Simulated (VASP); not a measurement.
# BaTiO3 (Cm) in VASP: notebook, part 2 of 2

VASP 6.6.1. The steps go on from the part before.

## (3) Single point, PBEsol (equal xy, yz and zx shear strains of -1 %)

INCAR

```
PREC     = Accurate       # precision mode
ENCUT    = 520            # plane-wave cutoff, eV
EDIFF    = 1E-6           # SCF threshold, eV
ISMEAR   = -1             # smearing method
SIGMA    = 0.08           # smearing width, eV
LREAL    = F              # projectors in reciprocal space
LASPH    = T              # aspherical terms in the spheres
NELM     = 60             # most SCF steps
ALGO     = Normal         # electronic algorithm
ISIF     = 2              # what is computed and relaxed
LWAVE    = F              # write WAVECAR
LCHARG   = F              # write CHGCAR
GGA      = PS             # functional
NBANDS   = 28             # bands
```

KPOINTS

```
Automatic mesh
0
Gamma
  7 7 7
```

POSCAR

```
BaTiO3
1.0
    3.9998000000     -0.0199990000     -0.0199990000
   -0.0199990000      3.9998000000     -0.0199990000
   -0.0200900000     -0.0200900000      4.0180000000
Ba Ti O
1 1 3
Direct
    0.0000000000      0.0000000000      0.0000000000
    0.5000000000      0.5000000000      0.4820000000
    0.5000000000      0.5000000000      0.0160000000
    0.5000000000      0.0000000000      0.5150000000
    0.0000000000      0.5000000000      0.5150000000
```

Potentials or basis: VASP PAW PBE potentials, release 64 (Ba_sv, Ti_sv, O).

The run is started by

```sh
$ cat potpaw_PBE.64/Ba_sv/POTCAR potpaw_PBE.64/Ti_sv/POTCAR potpaw_PBE.64/O/POTCAR > POTCAR
$ mpirun -np 1 vasp_std > vasp.out
```

OUTCAR:

```text
PREC = Accurate
   ENCUT = 520
   EDIFF = 1E-6
   ISMEAR = -1
   LREAL = F
   LASPH = T
   NELM = 60
   ISIF = 2
   GGA = PS

 ion  position               nearest neighbor table
   1  0.000  0.000  0.000-   5 2.78   4 2.78   4 2.81   5 2.81   3 2.81   3 2.82   3 2.84   3 2.84
                             4 2.86   5 2.86   4 2.89   5 2.89   2 3.39   2 3.44   2 3.44   2 3.44
   2  0.500  0.500  0.482-   3 1.87   4 2.00   5 2.00   4 2.01   5 2.01   3 2.15   1 3.39   1 3.44
                             1 3.44   1 3.44   1 3.48   1 3.52   1 3.52   1 3.52
   3  0.500  0.500  0.016-   2 1.87   2 2.15   1 2.81   1 2.82   1 2.84   1 2.84
   4  0.500  0.000  0.515-   2 2.00   2 2.01   1 2.78   1 2.81   1 2.86   1 2.89
   5  0.000  0.500  0.515-   2 2.00   2 2.01   1 2.78   1 2.81   1 2.86   1 2.89

  LATTYP: Found a base centered monoclinic cell.
 ALAT       =     5.6284306729
 B/A-ratio  =     1.0100247465
 C/A-ratio  =     1.2204107297
 COS(beta)  =    -0.8111032934

  Lattice vectors:

 A1 = (  -3.9998000000,   0.0199990000,   0.0199990000)
 A2 = (   0.0199990000,  -3.9998000000,   0.0199990000)
 A3 = (   3.9597110000,   3.9597110000,   3.9780020000)

[... 181 lines left out ...]

 val. band max:        3.6244641098   @ k =   0.4286   0.4286   0.4286
 cond. band min:       5.4457609502   @ k =   0.0000   0.0000   0.0000
 fundamental gap:      1.8212968404
 Fermi energy:         4.6248224692

 k-point     1 :       0.0000    0.0000    0.0000
  band No.  band energies     occupation
      1     -52.6015      2.00000
      2     -28.9702      2.00000
      3     -28.9283      2.00000
      4     -28.9207      2.00000
      5     -21.1064      2.00000
      6     -13.1415      2.00000
[... 733 lines left out ...]
     27       9.6844      0.00000
     28      11.5062      0.00000

 [... further k-points ...]

------------------------ aborting loop because EDIFF is reached ----------------------------------------

  FORCE on cell =-STRESS in cart. coord.  units (eV):
  Direction    XX          YY          ZZ          XY          YZ          ZX
  --------------------------------------------------------------------------------------
  -------------------------------------------------------------------------------------
  Total       -0.9221341     -0.9221341     -0.2866940      0.4993173      0.4813534      0.4813533
  in kB      -22.9853355    -22.9853355     -7.1462048     12.4461040     11.9983294     11.9983275
  external PRESSURE =     -17.7056253 kB  Pullay stress =       0.0000000 kB

 VOLUME and BASIS-vectors are now :
 -----------------------------------------------------------------------------
  energy-cutoff  :      520.00
  volume of cell :       64.28
      direct lattice vectors                 reciprocal lattice vectors
     3.999800000 -0.019999000 -0.019999000     0.250025065  0.001256407  0.001256407
    -0.019999000  3.999800000 -0.019999000     0.001256407  0.250025065  0.001256407
    -0.020090000 -0.020090000  4.018000000     0.001250716  0.001250716  0.248892547

 POSITION                                       TOTAL-FORCE (eV/Angst)
 -----------------------------------------------------------------------------------
      0.00000      0.00000      0.00000         0.000061      0.000061     -0.082886
      1.98022      1.98022      1.91668         0.023166      0.023166      0.047857
      1.98958      1.98958      0.04429        -0.011791     -0.011791      0.362052
      1.98955     -0.02035      2.05927        -0.009886     -0.001550     -0.163512
     -0.02035      1.98955      2.05927        -0.001550     -0.009886     -0.163512
 -----------------------------------------------------------------------------------
    total drift:                               -0.000008     -0.000008     -0.000102

  FREE ENERGIE OF THE ION-ELECTRON SYSTEM (eV)
  ---------------------------------------------------
  free  energy   TOTEN  =       -41.9802367997 eV

  energy  without entropy=      -41.9802352906  energy(sigma->0) =      -41.98023605
```

OSZICAR:

```text
N       E                     dE             d eps       ncg     rms          rms(c)
DAV:   1     0.434156576107E+03    0.43416E+03   -0.20823E+04  5600   0.155E+03
DAV:   2    -0.480688672439E+01   -0.43896E+03   -0.41790E+03  6396   0.429E+02
DAV:   3    -0.500298317307E+02   -0.45223E+02   -0.44777E+02  7836   0.135E+02
DAV:   4    -0.521291863200E+02   -0.20994E+01   -0.20949E+01  8504   0.250E+01
DAV:   5    -0.521877893640E+02   -0.58603E-01   -0.58593E-01  7600   0.328E+00    0.228E+01
DAV:   6    -0.422423299920E+02    0.99455E+01   -0.52800E+01  8316   0.657E+01    0.988E+00
DAV:   7    -0.421560556002E+02    0.86274E-01   -0.94467E+00  7516   0.222E+01    0.685E+00
DAV:   8    -0.419741906195E+02    0.18186E+00   -0.81697E-01  6956   0.838E+00    0.290E+00
DAV:   9    -0.420026060566E+02   -0.28415E-01   -0.23383E-01  7692   0.340E+00    0.136E+00
DAV:  10    -0.419808671724E+02    0.21739E-01   -0.11357E-01  6612   0.354E+00    0.296E-01
DAV:  11    -0.419803939539E+02    0.47322E-03   -0.52428E-03  7212   0.509E-01    0.751E-02
DAV:  12    -0.419802840881E+02    0.10987E-03   -0.34444E-04  6708   0.142E-01    0.448E-02
DAV:  13    -0.419802394733E+02    0.44615E-04   -0.25285E-04  6972   0.164E-01    0.222E-02
DAV:  14    -0.419802373058E+02    0.21674E-05   -0.52987E-05  7468   0.493E-02    0.948E-03
DAV:  15    -0.419802369585E+02    0.34729E-06   -0.10742E-05  7516   0.285E-02    0.797E-03
DAV:  16    -0.419802367997E+02    0.15887E-06   -0.48626E-06  5324   0.226E-02
   1 F= -.41980237E+02 E0= -.41980236E+02  d E =-.150905E-05
```

Run time: 2 min. Hardware: 1 thread of AMD EPYC 9R45 (Zen 5), shared host; peak memory 0.27 GiB.

What came out:

| Property | Result |
| --- | --- |
| Free energy | -41.9802 eV |
| Pressure | -1.8 GPa |
| Largest force | 0.362 eV/Å |
| Band gap on the k mesh | 1.82 eV (least direct gap 2.01 eV) |

Forces on the atoms (eV/Å):
```
Ba   0.000  0.000 -0.083
Ti   0.023  0.023  0.048
O   -0.012 -0.012  0.362
O   -0.010 -0.002 -0.164
O   -0.002 -0.010 -0.164
```

Caveat: the cell differs from its parent crystal (equal xy, yz and zx shear strains of -1 %); the PAW data sets were made with another functional, which shifts forces and pressure a little; spin-orbit coupling is left out, which moves the levels of the heavy elements; an odd mesh through Γ misses points on the zone boundary, where band edges can lie.
